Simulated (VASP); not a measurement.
**Sr: single point with PBEsol**

The system is Sr.

```
Sr
1.0
    -2.43500    2.43500    2.43500
     2.43500   -2.43500    2.43500
     2.43500    2.43500   -2.43500
Sr
1
Direct
  0.00000 0.00000 0.00000
```

```json
{
 "Program": "VASP 6.6.1",
 "Task": "single point",
 "Functional": "PBEsol",
 "Potentials or basis": "VASP PAW PBE potentials, release 64 (Sr_sv)",
 "Cutoff": "520 eV",
 "k mesh": "8 × 8 × 8",
 "Occupations": "gaussian, width 0.1 eV",
 "Spin": "no spin polarisation"
}
```

The pressure is -1.3 GPa and the band gap on the k mesh is zero (band 5 reaches 1.67 eV, above the bottom of band 6 at 1.27 eV).

Levels at points of the mesh, in eV from the Fermi level:
```csv
k point,band 2,band 3,band 4,band 5,band 6,band 7,band 8,band 9
"(0.00, 0.00, 0.00)",-18.55,-18.55,-18.55,-3.59,2.29,2.29,2.29,3.57
"(0.50, 0.00, 0.00)",-18.72,-18.61,-18.55,-1.00,0.16,1.19,3.36,4.03
"(0.50, 0.50, 0.50)",-18.67,-18.67,-18.67,-0.08,-0.08,3.41,3.41,3.41
```

Wall time 8.4 s on 1 thread of Intel(R) Xeon(R) Platinum 8375C CPU @ 2.90GHz (Ice Lake) (shared host), peak memory 0.17 GiB.

Caveat: the PAW data sets were made with another functional, which shifts forces and pressure a little.
